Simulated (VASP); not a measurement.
# Be (I4_1/amd) in VASP: notebook

Be is run at these levels: PBE; tasks: single point.

Everything below comes from runs of VASP 6.6.1. Logs are shortened: lines on timing, memory, paths and dates and some standing lists are left out, and cuts for length are marked.

**1. The cell of the first run**

It takes space group I4_1/amd (No. 141, tetragonal). The conventional cell has a = 4.218 Å, b = 4.218 Å, c = 2.112 Å, α = 90.00°, β = 90.00°, γ = 90.00°. Within 2.8 Å of Be (site symmetry -4m2) lie 10 Be at 2.11 to 2.64 Å.

**2. Single point, PBE (9.39 Å³/atom)**

Input file POSCAR:

```
Be
1.0
   -2.1090971511      2.1090971511      1.0559067450
    2.1090971511     -2.1090971511      1.0559067450
    2.1090971511      2.1090971511     -1.0559067450
Be
2
Direct
   -0.3750000000     -0.1250000000     -0.2500000000
    0.3750000000      0.1250000000      0.2500000000
```

Input file INCAR.step1:

```
PREC     = Accurate       # precision mode
ENCUT    = 520            # plane-wave cutoff, eV
EDIFF    = 1E-6           # SCF threshold, eV
ISMEAR   = -1             # smearing method
SIGMA    = 0.08           # smearing width, eV
LREAL    = False          # projectors in reciprocal space
LASPH    = True           # aspherical terms in the spheres
NELM     = 80             # most SCF steps
ALGO     = Normal         # electronic algorithm
ISIF     = 2              # what is computed and relaxed
LWAVE    = False          # write WAVECAR
LCHARG   = True           # write CHGCAR
GGA      = PE             # functional
NBANDS   = 9              # bands
```

Input file KPOINTS.step1:

```
Automatic mesh
0
Gamma
  20 20 20
```

Input file INCAR.step2:

```
PREC     = Accurate       # precision mode
ENCUT    = 520            # plane-wave cutoff, eV
EDIFF    = 1E-6           # SCF threshold, eV
ISMEAR   = -5             # smearing method
SIGMA    = 0.08           # smearing width, eV
LREAL    = False          # projectors in reciprocal space
LASPH    = True           # aspherical terms in the spheres
NELM     = 80             # most SCF steps
ALGO     = Normal         # electronic algorithm
ISIF     = 2              # what is computed and relaxed
LWAVE    = False          # write WAVECAR
LCHARG   = False          # write CHGCAR
GGA      = PE             # functional
LORBIT   = 11             # projections on sites
NBANDS   = 9              # bands
NEDOS    = 1001           # points of the DOS
ICHARG   = 11             # starting density
```

Input file KPOINTS.step2:

```
Automatic mesh
0
Gamma
  30 30 30
```

Potentials or basis: VASP PAW PBE potentials, release 64 (Be).

On the command line:

```
> cat potpaw_PBE.64/Be/POTCAR > POTCAR
> cp INCAR.step1 INCAR
> cp KPOINTS.step1 KPOINTS
> mpirun -np 1 vasp_std > vasp.out
> cp INCAR.step2 INCAR
> cp KPOINTS.step2 KPOINTS
> mpirun -np 1 vasp_std > vasp.out
```

OUTCAR:

```text
PREC = Accurate
   ENCUT = 520
   EDIFF = 1E-6
   ISMEAR = -5
   LREAL = False
   LASPH = True
   NELM = 80
   ISIF = 2
   GGA = PE
   LORBIT = 11
   ICHARG = 11

 ion  position               nearest neighbor table
   1  0.625  0.875  0.750-   2 2.17   2 2.17   2 2.17   2 2.17
   2  0.375  0.125  0.250-   1 2.17   1 2.17   1 2.17   1 2.17

  LATTYP: Found a body centered tetragonal cell.
 ALAT       =     4.2181943022
 C/A-ratio  =     0.5006439577

  Lattice vectors:

 A1 = (  -2.1090971511,   2.1090971511,   1.0559067450)
 A2 = (   2.1090971511,  -2.1090971511,   1.0559067450)
 A3 = (   2.1090971511,   2.1090971511,  -1.0559067450)

Analysis of symmetry for initial positions (statically):
=====================================================================
 Subroutine PRICEL returns:
 Original cell was already a primitive cell.

 Routine SETGRP: Setting up the symmetry group for a
 body centered tetragonal supercell.

 Subroutine GETGRP returns: Found 16 space group operations
 (whereof  4 operations were pure point group operations)
 out of a pool of 16 trial point group operations.

The static configuration has the point symmetry C_2h.
 The point group associated with its full space group is D_4h.

Analysis of symmetry for dynamics (positions and initial velocities):
=====================================================================
 Subroutine PRICEL returns:
 Original cell was already a primitive cell.

 Routine SETGRP: Setting up the symmetry group for a
 body centered tetragonal supercell.

 Subroutine GETGRP returns: Found 16 space group operations
 (whereof  4 operations were pure point group operations)
 out of a pool of 16 trial point group operations.

The dynamic configuration has the point symmetry C_2h.
 The point group associated with its full space group is D_4h.

 Subroutine INISYM returns: Found 16 space group operations
 (whereof  4 operations are pure point group operations),
 and found     1 'primitive' translations

----------------------------------------------------------------------------------------

                                     Primitive cell
[... 98 lines left out ...]
   NFREE  =      0    steps in history (QN), initial steepest desc. (CG)
   ISIF   =      2    stress and relaxation
   ISYM   =      2    0-nonsym 1-usesym 2-fastsym
   POTIM  = 0.5000    time-step for ionic-motion
   TEBEG  =    0.0;   TEEND  =   0.0 temperature during run
   PSTRESS=    0.0 pullay stress
   NELECT =       4.0000    total number of electrons
   NUPDOWN=      -1.0000    fix difference up-down
   EMIN   =  10.00;   EMAX   =-10.00  energy-range for DOS
   EFERMI =   0.00;   METHOD = LEGACY
   ISMEAR =    -5;   SIGMA  =   0.08  broadening in eV -4-tet -1-fermi 0-gaus
   EFERMI_NEDOS =   21; number of points for ismear=-14 and -15
   IALGO  =     38    algorithm
   IMIX   =      4    mixing-type and parameters
     AMIX     =   0.40;   BMIX     =  1.00
     AMIX_MAG =   1.60;   BMIX_MAG =  1.00
  volume/ion in A,a.u.               =       9.39        63.39
  Fermi-wavevector in a.u.,A,eV,Ry     =   0.977542  1.847286 13.001559  0.955588
  Thomas-Fermi vector in A             =   2.108247
   LORBIT       =     11    0 simple, 1 ext, 2 COOP (PROOUT), +10 PAW based schemes
   GGA     = PE    functional components
   LHFCALC =     F    Hartree Fock is set to
   AEXX    =    0.0000 exact exchange contribution
   IVDW    =     0    specifies the selected vdW correction
   LEPSILON=     F    determine dielectric tensor
   LRPA    =     F    only Hartree local field effects (RPA)
 non-spin polarized calculation
 Fermi weights with tetrahedron method with Bloechl corrections
  energy-cutoff  :      520.00
  volume of cell :       18.79
 maximum number of plane-waves:       516

 number of electron       4.0000000 magnetization

 Free energy of the ion-electron system (eV)
  ---------------------------------------------------
  ext. energy  EPLUGINS =         0.00000000
  ---------------------------------------------------
  free energy    TOTEN  =        -6.08590472 eV

  energy without entropy =       -6.08590472  energy(sigma->0) =       -6.08590472

 E-fermi :   5.5389     XC(G=0): -10.0387

 val. band max:        5.6021061658   @ k =  -0.3000  -0.3000   0.3000
 cond. band min:       5.4738709187   @ k =  -0.3333  -0.3333   0.3333
 fundamental gap:     -0.1282352471
 Fermi energy:         5.5389367440

 k-point     1 :       0.0000    0.0000    0.0000
  band No.  band energies     occupation
      1      -4.7186      2.00000
      2       6.2834      0.00000
      3       6.2834      0.00000
      4      12.3064      0.00000
      5      13.4051      0.00000
      6      19.7112      0.00000
      7      19.7112      0.00000
      8      23.6686      0.00000
      9      23.8518      0.00000
[... 265 lines left out ...]
 k-point    24 :       0.2667    0.0333    0.0000
  band No.  band energies     occupation
      1      -1.9697      2.00000
      2       6.9815     -0.00001
      3       7.7632      0.00000
      4      11.0778      0.00000
      5      14.3338      0.00000
      6      16.7386      0.00000
      7      17.3105      0.00000
      8      18.8875      0.00000
      9      21.6810      0.00000

 [... further k-points ...]

------------------------ aborting loop because EDIFF is reached ----------------------------------------

  FORCE on cell =-STRESS in cart. coord.  units (eV):
  Direction    XX          YY          ZZ          XY          YZ          ZX
  --------------------------------------------------------------------------------------
  -------------------------------------------------------------------------------------
  Total       -0.0117423     -0.0117423      0.0265911      0.0000000     -0.0000000      0.0000000
  in kB       -1.0013507     -1.0013507      2.2676049      0.0000000     -0.0000000      0.0000000
  external PRESSURE =       0.0883012 kB  Pullay stress =       0.0000000 kB

 VOLUME and BASIS-vectors are now :
 -----------------------------------------------------------------------------
  energy-cutoff  :      520.00
  volume of cell :       18.79
      direct lattice vectors                 reciprocal lattice vectors
    -2.109097151  2.109097151  1.055906745     0.000000000  0.237068264  0.473526665
     2.109097151 -2.109097151  1.055906745     0.237068264  0.000000000  0.473526665
     2.109097151  2.109097151 -1.055906745     0.237068264  0.237068264  0.000000000

 POSITION                                       TOTAL-FORCE (eV/Angst)
 -----------------------------------------------------------------------------------
      2.10910      1.05455      0.79193        -0.000000     -0.000000     -0.000000
      0.00000      1.05455      0.26398         0.000000      0.000000      0.000000
 -----------------------------------------------------------------------------------
    total drift:                                0.000000      0.000000      0.000000

  FREE ENERGIE OF THE ION-ELECTRON SYSTEM (eV)
  ---------------------------------------------------
  free  energy   TOTEN  =        -6.0859047224 eV

  energy  without entropy=       -6.0859047224  energy(sigma->0) =       -6.08590472

 total charge

# of ion       s       p       d       tot
------------------------------------------
    1        0.439   0.613   0.000   1.052
    2        0.439   0.613   0.000   1.052
--------------------------------------------------
tot          0.878   1.226   0.000   2.104
```

Run time: 2.5 min. Hardware: 1 thread of AMD EPYC 9R45 (Zen 5), shared host; peak memory 0.45 GiB.

What came out:

| Property | Result |
| --- | --- |
| Valence electrons inside the program's atomic spheres | Be 1.05 |

Levels at points of the mesh, in eV from the Fermi level:
| k point | band 1 | band 2 | band 3 | band 4 | band 5 |
| --- | --- | --- | --- | --- | --- |
| (0.00, 0.00, 0.00) | -10.26 | 0.74 | 0.74 | 6.77 | 7.87 |
| (0.50, 0.00, 0.00) | -3.51 | -0.72 | 2.97 | 3.33 | 6.92 |
| (0.50, 0.50, 0.00) | -6.99 | -6.99 | 4.75 | 4.75 | 9.84 |
| (0.50, 0.50, 0.50) | -5.01 | -5.01 | -1.74 | -1.74 | 16.24 |

**3. Single point, PBE (3.76 Å³/atom)**

This run uses another cell than the first one, of 3.76 Å³/atom.

Input file POSCAR:

```
Be
1.0
   -1.5061608674      1.5061608674      0.8282014875
    1.5061608674     -1.5061608674      0.8282014875
    1.5061608674      1.5061608674     -0.8282014875
Be
2
Direct
   -0.3750000000     -0.1250000000     -0.2500000000
    0.3750000000      0.1250000000      0.2500000000
```

Input file INCAR.step1:

```
PREC = Accurate
ENCUT = 520
EDIFF = 1E-6
ISMEAR = -1
SIGMA = 0.08
LREAL = False
LASPH = True
NELM = 80
ALGO = Normal
ISIF = 2
LWAVE = False
LCHARG = True
GGA = PE
NBANDS = 9
```

Input file KPOINTS.step1:

```
regular mesh
0
Gamma
  20 20 20
```

Input file INCAR.step2:

```
PREC = Accurate
ENCUT = 520
EDIFF = 1E-6
ISMEAR = -5
SIGMA = 0.08
LREAL = False
LASPH = True
NELM = 80
ALGO = Normal
ISIF = 2
LWAVE = False
LCHARG = False
GGA = PE
LORBIT = 11
NBANDS = 9
NEDOS = 2001
ICHARG = 11
```

Input file KPOINTS.step2:

```
regular mesh
0
Gamma
  30 30 30
```

Potentials or basis: VASP PAW PBE potentials, release 64 (Be).

On the command line:

```
> cat potpaw_PBE.64/Be/POTCAR > POTCAR
> cp INCAR.step1 INCAR
> cp KPOINTS.step1 KPOINTS
> mpirun -np 1 vasp_std > vasp.out
> cp INCAR.step2 INCAR
> cp KPOINTS.step2 KPOINTS
> mpirun -np 1 vasp_std > vasp.out
```

It took 61 s on 1 thread of AMD EPYC 9R45 (Zen 5), shared host; peak memory 0.3 GiB.

Levels at points of the mesh, in eV from the Fermi level:
```
           k point  band 1  band 2  band 3  band 4  band 5
(0.00, 0.00, 0.00)  -16.87    1.03    1.03    9.23   21.08
(0.50, 0.00, 0.00)   -9.75   -2.41    3.10    5.68    8.79
(0.50, 0.50, 0.00)  -12.42  -12.42    9.01    9.01   21.06
(0.50, 0.50, 0.50)  -11.70  -11.70    1.43    1.43   24.38
```

**4. Single point, PBE (4.70 Å³/atom)**

This run uses another cell than the first one, of 4.70 Å³/atom.

Input file POSCAR:

```
Be
1.0
   -1.6251535681      1.6251535681      0.8892009687
    1.6251535681     -1.6251535681      0.8892009687
    1.6251535681      1.6251535681     -0.8892009687
Be
2
Direct
   -0.3750000000     -0.1250000000     -0.2500000000
    0.3750000000      0.1250000000      0.2500000000
```

INCAR.step1: that of step 3 with these lines changed.

```diff
@@ -2,3 +2,3 @@
 ENCUT = 520
-EDIFF = 1E-6
+EDIFF = 1E-7
 ISMEAR = -1
@@ -7,3 +7,3 @@
 LASPH = True
-NELM = 80
+NELM = 100
 ALGO = Normal
```

Input file KPOINTS.step1:

```
Automatic mesh
0
Gamma
  20 20 20
```

Input file INCAR.step2:

```
PREC = Accurate
ENCUT = 520
EDIFF = 1E-7
ISMEAR = -5
SIGMA = 0.08
LREAL = False
LASPH = True
NELM = 100
ALGO = Normal
ISIF = 2
LWAVE = False
LCHARG = False
GGA = PE
LORBIT = 10
NBANDS = 9
NEDOS = 1001
ICHARG = 11
```

Input file KPOINTS.step2:

```
Automatic mesh
0
Gamma
  30 30 30
```

On the command line:

```
> cat potpaw_PBE.64/Be/POTCAR > POTCAR
> cp INCAR.step1 INCAR
> cp KPOINTS.step1 KPOINTS
> mpirun -np 1 vasp_std > vasp.out
> cp INCAR.step2 INCAR
> cp KPOINTS.step2 KPOINTS
> mpirun -np 1 vasp_std > vasp.out
```

It took 65 s on 1 thread of AMD EPYC 9R45 (Zen 5), shared host; peak memory 0.33 GiB.

The run converged. Its results:

```
Valence electrons inside the program's atomic spheres : Be 1.95
```

Levels at points of the mesh, in eV from the Fermi level:
| k point | band 1 | band 2 | band 3 | band 4 | band 5 |
| --- | --- | --- | --- | --- | --- |
| (0.00, 0.00, 0.00) | -15.47 | 0.89 | 0.89 | 8.46 | 17.12 |
| (0.50, 0.00, 0.00) | -8.15 | -2.27 | 2.80 | 4.47 | 8.04 |
| (0.50, 0.50, 0.00) | -11.10 | -11.10 | 7.71 | 7.71 | 17.72 |
| (0.50, 0.50, 0.50) | -9.82 | -9.82 | 0.12 | 0.12 | 20.99 |
